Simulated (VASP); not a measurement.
# Ag: single point with LDA

The system is Ag.

```xyz
1
Lattice="0.0000 2.0828 2.0828 2.0828 0.0000 2.0828 2.0828 2.0828 0.0000" Properties=species:S:1:pos:R:3 pbc="T T T"
Ag    0.0000    0.0000    0.0000
```

This cell differs from its parent crystal: volume scaled by 1.06.

```yaml
Program: VASP 6.6.1
Task: single point
Functional: LDA
Potentials_or_basis: VASP PAW LDA potentials, release 64 (Ag)
Cutoff: 520 eV
k_mesh: 11 × 11 × 11
Occupations: fermi-dirac, width 0.05 eV
Spin: no spin polarisation
```

| Item | Value |
| --- | --- |
| Pressure | -11.9 GPa |

Levels at points of the mesh, in eV from the Fermi level:
```
           k point  band 4  band 5  band 6  band 7  band 8  band 9
(0.00, 0.00, 0.00)   -4.82   -3.87   -3.87   15.64   18.79   18.79
```

Run time: 6.9 s on 1 thread of AMD EPYC 9R45 96-Core Processor (Zen 5) (shared host), peak memory 0.1 GiB.
